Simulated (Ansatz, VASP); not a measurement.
BaLiF3 in VASP and in Ansatz

Contents of INCAR:

```
ALGO = Normal
EDIFF = 1E-6
ENCUT = 520
GGA = CA
ISIF = 2
ISMEAR = 0
LASPH = True
LCHARG = False
LREAL = False
LWAVE = False
NBANDS = 25
NELM = 80
PREC = Accurate
SIGMA = 0.05
```

KPOINTS

```
k-points
0
Gamma
  6 6 6
```

POSCAR

```
BaLiF3
1.0
    4.0882961810      0.0000000000      0.0000000000
    0.0000000000      4.0882961810      0.0000000000
    0.0000000000      0.0000000000      3.9885816400
Ba Li F
1 1 3
Direct
    0.0000000000      0.0000000000      0.0000000000
    0.5000000000      0.5000000000      0.5000000000
    0.0000000000      0.5000000000      0.5000000000
    0.5000000000      0.5000000000      0.0000000000
    0.5000000000      0.0000000000      0.5000000000
```

Input for Ansatz:

```yaml
crystal:
  lattice:
    - [4.088296181, 0.0, 0.0]
    - [0.0, 4.088296181, 0.0]
    - [0.0, 0.0, 3.98858164]
  atoms:
    - { symbol: Ba, position: [0.0, 0.0, 0.0] }
    - { symbol: Li, position: [0.5, 0.5, 0.5] }
    - { symbol: F, position: [0.0, 0.5, 0.5] }
    - { symbol: F, position: [0.5, 0.5, 0.0] }
    - { symbol: F, position: [0.5, 0.0, 0.5] }
basis:
  ecutwfc: 420
kpoints:
  mp_grid: { grid: [6, 6, 6] }
hamiltonian:
  xc: lda
scf:
  occupations: { method: gaussian, width: 0.05 }
output:
  forces: true
  stress: true
  eigenvalues: true
```

Change from the starting cell: strain +0.0250 x Voigt [1, 1, 0, 0, 0, 0], atoms carried along.

Alike in both runs: task single point; functional LDA; k mesh 6 × 6 × 6; occupations gaussian, width 0.05 eV; no spin polarisation.

```csv
,VASP,Ansatz
version,VASP 6.6.1,Ansatz 0.2.0
potentials or method,"VASP PAW LDA potentials, release 64 (Ba_sv, Li_sv, F), cutoff 520 eV","scalar-relativistic, plane waves, PAW"
valence electrons in the cell,34,34
```

Ansatz gave:

- gap on the k mesh at the Fermi level (eV): 6.36
- least direct gap on the mesh (eV): 6.36

**Question.** Which values does VASP return?

**Answer.** gap on the k mesh at the Fermi level (eV): 6.27; least direct gap on the mesh (eV): 6.27.

LDA's correlation is that of Perdew and Zunger in VASP and of Perdew and Wang (1992) in Ansatz.

Neither program's run includes spin-orbit coupling. Noted on VASP's run: the cutoff is short for stress, so the pressure is rough.
